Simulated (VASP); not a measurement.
# SiNi3 (Pm-3m) in VASP: electric field gradients with PBE

Aim: the electric field gradients of SiNi3 with PBE.

Everything below comes from runs of VASP 6.6.1. Logs are shortened: lines on timing, memory, paths and dates and some standing lists are left out, and cuts for length are marked.

### Step 1. The cell of the first run

The structure is cubic, space group Pm-3m (No. 221). The conventional cell has a = 3.551 Å, b = 3.551 Å, c = 3.551 Å, α = 90.00°, β = 90.00°, γ = 90.00°. Within 3.3 Å of Si (site symmetry m-3m) lie 12 Ni at 2.51 Å. Ni (site symmetry 4/mmm) has 4 Si at 2.51 Å and 8 Ni at 2.51 Å within 3.3 Å.

### Step 2. Electric field gradients, PBE, collinear spin, ferromagnetic start

Input file INCAR:

```
ALGO = Normal
EDIFF = 1E-8
ENCUT = 520
GGA = PE
ISIF = 2
ISMEAR = -1
ISPIN = 2
LASPH = T
LCHARG = F
LEFG = T
LMAXMIX = 4
LORBIT = 11
LREAL = F
LWAVE = F
MAGMOM = 0 1.5 1.5 1.5
NBANDS = 29
NELM = 150
PREC = Accurate
SIGMA = 0.05
```

Input file KPOINTS:

```
k-points
0
Gamma
  12 12 12
```

Input file POSCAR:

```
SiNi3
1.0
    3.5511000000      0.0000000000      0.0000000000
    0.0000000000      3.5511000000      0.0000000000
    0.0000000000      0.0000000000      3.5511000000
Si Ni
1 3
Direct
    0.0000000000      0.0000000000      0.0000000000
    0.0000000000      0.5000000000      0.5000000000
    0.5000000000      0.0000000000      0.5000000000
    0.5000000000      0.5000000000      0.0000000000
```

Potentials or basis: VASP PAW PBE potentials, release 64 (Si, Ni).

Launch:

```sh
> cat potpaw_PBE.64/Si/POTCAR potpaw_PBE.64/Ni/POTCAR > POTCAR
> mpirun -np 1 vasp_std > vasp.out
```

OUTCAR:

```text
EDIFF = 1E-8
   ENCUT = 520
   GGA = PE
   ISIF = 2
   ISMEAR = -1
   ISPIN = 2
   LASPH = T
   LORBIT = 11
   LREAL = F
   NELM = 150
   PREC = Accurate

 ion  position               nearest neighbor table
   1  0.000  0.000  0.000-   2 2.51   3 2.51   4 2.51   2 2.51   3 2.51   2 2.51   4 2.51   2 2.51
                             3 2.51   4 2.51   3 2.51   4 2.51
   2  0.000  0.500  0.500-   1 2.51   3 2.51   4 2.51   1 2.51   4 2.51   1 2.51   3 2.51   1 2.51
                             3 2.51   4 2.51   4 2.51   3 2.51
   3  0.500  0.000  0.500-   1 2.51   2 2.51   4 2.51   1 2.51   4 2.51   2 2.51   4 2.51   4 2.51
                             1 2.51   2 2.51   1 2.51   2 2.51
   4  0.500  0.500  0.000-   1 2.51   2 2.51   3 2.51   2 2.51   3 2.51   1 2.51   3 2.51   3 2.51
                             1 2.51   2 2.51   2 2.51   1 2.51

  LATTYP: Found a simple cubic cell.
 ALAT       =     3.5511000000

  Lattice vectors:

 A1 = (   3.5511000000,   0.0000000000,   0.0000000000)
 A2 = (   0.0000000000,   3.5511000000,   0.0000000000)
 A3 = (   0.0000000000,   0.0000000000,   3.5511000000)

Analysis of symmetry for initial positions (statically):
=====================================================================
 Subroutine PRICEL returns:
 Original cell was already a primitive cell.

 Routine SETGRP: Setting up the symmetry group for a
 simple cubic supercell.

 Subroutine GETGRP returns: Found 48 space group operations
 (whereof 48 operations were pure point group operations)
 out of a pool of 48 trial point group operations.

The static configuration has the point symmetry O_h .

Analysis of symmetry for dynamics (positions and initial velocities):
=====================================================================
 Subroutine PRICEL returns:
 Original cell was already a primitive cell.

 Routine SETGRP: Setting up the symmetry group for a
 simple cubic supercell.

 Subroutine GETGRP returns: Found 48 space group operations
 (whereof 48 operations were pure point group operations)
 out of a pool of 48 trial point group operations.

The dynamic configuration has the point symmetry O_h .

Analysis of structural, dynamic, and magnetic symmetry:
=====================================================================
 Subroutine PRICEL returns:
 Original cell was already a primitive cell.

 Routine SETGRP: Setting up the symmetry group for a
 simple cubic supercell.

 Subroutine GETGRP returns: Found 48 space group operations
 (whereof 48 operations were pure point group operations)
 out of a pool of 48 trial point group operations.

The overall configuration has the point symmetry O_h .

 Subroutine INISYM returns: Found 48 space group operations
 (whereof 48 operations are pure point group operations),
 and found     1 'primitive' translations

----------------------------------------------------------------------------------------

                                     Primitive cell

  volume of cell :      44.7805

  direct lattice vectors                    reciprocal lattice vectors
     3.551100000  0.000000000  0.000000000     0.281602884  0.000000000  0.000000000
     0.000000000  3.551100000  0.000000000     0.000000000  0.281602884  0.000000000
     0.000000000  0.000000000  3.551100000     0.000000000  0.000000000  0.281602884

  length of vectors
     3.551100000  3.551100000  3.551100000     0.281602884  0.281602884  0.281602884

  position of ions in fractional coordinates (direct lattice)
     0.000000000  0.000000000  0.000000000
     0.000000000  0.500000000  0.500000000
     0.500000000  0.000000000  0.500000000
     0.500000000  0.500000000  0.000000000

  ion indices of the primitive-cell ions
   primitive index   ion index
                 1           1
                 2           2
                 3           3
                 4           4

[... 86 lines left out ...]
   ISMEAR =    -1;   SIGMA  =   0.05  broadening in eV -4-tet -1-fermi 0-gaus
   EFERMI_NEDOS =   21; number of points for ismear=-14 and -15
   IALGO  =     38    algorithm
   IMIX   =      4    mixing-type and parameters
     AMIX     =   0.40;   BMIX     =  1.00
     AMIX_MAG =   1.60;   BMIX_MAG =  1.00
  volume/ion in A,a.u.               =      11.20        75.55
  Fermi-wavevector in a.u.,A,eV,Ry     =   1.493499  2.822304 30.348324  2.230539
  Thomas-Fermi vector in A             =   2.605892
   LORBIT       =     11    0 simple, 1 ext, 2 COOP (PROOUT), +10 PAW based schemes
   GGA     = PE    functional components
   LHFCALC =     F    Hartree Fock is set to
   AEXX    =    0.0000 exact exchange contribution
   IVDW    =     0    specifies the selected vdW correction
   LEPSILON=     F    determine dielectric tensor
   LRPA    =     F    only Hartree local field effects (RPA)
 spin polarized calculation
  energy-cutoff  :      520.00
  volume of cell :       44.78
 maximum number of plane-waves:      1228
 NGX is ok and might be reduce to    28
   NGX = 13   NGY = 13   NGZ = 13

 number of electron      33.9999997 magnetization       0.0000360

 number of electron      33.9999997 magnetization      -0.0000013

 Free energy of the ion-electron system (eV)
  ---------------------------------------------------
  ext. energy  EPLUGINS =         0.00000000
  ---------------------------------------------------
  free energy    TOTEN  =       -23.64966267 eV

  energy without entropy =      -23.63237280  energy(sigma->0) =      -23.64101773

 E-fermi :  10.1015     XC(G=0): -12.8889

 val. band max:       10.0805899245   @ k =   0.0833   0.0833   0.0000
 cond. band min:      10.1125366894   @ k =   0.4167   0.4167   0.3333
 fundamental gap:      0.0319467650
 Fermi energy:        10.1014909296

 spin component 1

 k-point     1 :       0.0000    0.0000    0.0000
  band No.  band energies     occupation
      1      -1.5347      1.00000
      2       5.4603      1.00000
      3       6.2672      1.00000
      4       6.2672      1.00000
      5       6.7589      1.00000
      6       6.7589      1.00000
[... 757 lines left out ...]
     28      22.8843      0.00000
     29      24.5608      0.00000

 [... further k-points ...]

 spin component 2

 k-point     1 :       0.0000    0.0000    0.0000
  band No.  band energies     occupation
      1      -1.5347      1.00000
      2       5.4603      1.00000
      3       6.2672      1.00000
      4       6.2672      1.00000
      5       6.7589      1.00000
      6       6.7589      1.00000
[... 757 lines left out ...]
     28      22.8843      0.00000
     29      24.5608      0.00000

 [... further k-points ...]

------------------------ aborting loop because EDIFF is reached ----------------------------------------

  FORCE on cell =-STRESS in cart. coord.  units (eV):
  Direction    XX          YY          ZZ          XY          YZ          ZX
  --------------------------------------------------------------------------------------
  -------------------------------------------------------------------------------------
  Total       -2.0484567     -2.0484567     -2.0484567      0.0000000      0.0000000      0.0000000
  in kB      -73.2906662    -73.2906662    -73.2906662      0.0000000      0.0000000      0.0000000
  external PRESSURE =     -73.2906662 kB  Pullay stress =       0.0000000 kB

 VOLUME and BASIS-vectors are now :
 -----------------------------------------------------------------------------
  energy-cutoff  :      520.00
  volume of cell :       44.78
      direct lattice vectors                 reciprocal lattice vectors
     3.551100000  0.000000000  0.000000000     0.281602884  0.000000000  0.000000000
     0.000000000  3.551100000  0.000000000     0.000000000  0.281602884  0.000000000
     0.000000000  0.000000000  3.551100000     0.000000000  0.000000000  0.281602884

 POSITION                                       TOTAL-FORCE (eV/Angst)
 -----------------------------------------------------------------------------------
      0.00000      0.00000      0.00000         0.000000      0.000000      0.000000
      0.00000      1.77555      1.77555         0.000000      0.000000      0.000000
      1.77555      0.00000      1.77555         0.000000      0.000000      0.000000
      1.77555      1.77555      0.00000         0.000000      0.000000      0.000000
 -----------------------------------------------------------------------------------
    total drift:                                0.000000      0.000000      0.000000

  FREE ENERGIE OF THE ION-ELECTRON SYSTEM (eV)
  ---------------------------------------------------
  free  energy   TOTEN  =       -23.6496626684 eV

  energy  without entropy=      -23.6323728016  energy(sigma->0) =      -23.64101773

 Electric field gradients (V/A^2)
---------------------------------------------------------------------
 ion       V_xx      V_yy      V_zz      V_xy      V_xz      V_yz
---------------------------------------------------------------------
   1      -0.000    -0.000    -0.000     0.000     0.000     0.000
   2     -39.621    19.811    19.811     0.000     0.000     0.000
   3      19.811   -39.621    19.811    -0.000     0.000    -0.000
   4      19.811    19.811   -39.621     0.000    -0.000    -0.000
---------------------------------------------------------------------

 Electric field gradients after diagonalization (V/A^2)
 (convention: |V_zz| > |V_xx| > |V_yy|)
----------------------------------------------------------------------
 ion       V_xx      V_yy      V_zz     asymmetry (V_yy - V_xx)/ V_zz
----------------------------------------------------------------------
   1      -0.000    -0.000    -0.000      -0.064
   2      19.811    19.811   -39.621       0.000
   3      19.811    19.811   -39.621       0.000
   4      19.811    19.811   -39.621       0.000
----------------------------------------------------------------------

           NMR quadrupolar parameters

 Cq : quadrupolar parameter    Cq=e*Q*V_zz/h
 eta: asymmetry parameters     (V_yy - V_xx)/ V_zz
 Q  : nuclear electric quadrupole moment in mb (millibarn)
----------------------------------------------------------------------
 ion       Cq(MHz)       eta       Q (mb)
----------------------------------------------------------------------
   1      -0.000      -0.064       1.000
   2      -0.096       0.000       1.000
   3      -0.096       0.000       1.000
   4      -0.096       0.000       1.000
----------------------------------------------------------------------

 total charge

# of ion       s       p       d       tot
------------------------------------------
    1        0.730   0.800   0.000   1.530
    2        0.468   0.531   8.391   9.389
    3        0.468   0.531   8.391   9.389
    4        0.468   0.531   8.391   9.389
--------------------------------------------------
tot          2.133   2.393  25.172  29.698

 magnetization (x)

# of ion       s       p       d       tot
------------------------------------------
    1       -0.000  -0.000   0.000  -0.000
    2       -0.000   0.000   0.000   0.000
    3       -0.000   0.000   0.000   0.000
    4       -0.000   0.000   0.000   0.000
--------------------------------------------------
tot         -0.000  -0.000   0.000   0.000
```

Run time: 2.8 min. Hardware: 1 thread of Intel Xeon Platinum 8488C (Sapphire Rapids), shared host; peak memory 0.28 GiB.

Results:

```yaml
Free_energy: -23.6497 eV
Pressure: -7.3 GPa
Band_gap_on_the_k_mesh: zero (filled and empty bands overlap)
Net_moment: 0.00 μB per cell
Largest_electric_field_gradient_by_atom: Si -0.0; Ni -39.6 V/Å²
Valence_electrons_inside_the_program's_atomic_spheres: Si 1.53; Ni 9.39
```

Electric field gradients, principal values (V/Å²):
| atom | least | middle | greatest (by size) |
| --- | --- | --- | --- |
| 1 Si | 0.000 | 0.000 | 0.000 |
| 2 Ni | 19.811 | 19.811 | -39.621 |
| 3 Ni | 19.811 | 19.811 | -39.621 |
| 4 Ni | 19.811 | 19.811 | -39.621 |

Caveat: the cell stands under tension; without QUAD_EFG the Cq values of the log hold for a quadrupole moment of 1 mb, not for the nuclei.
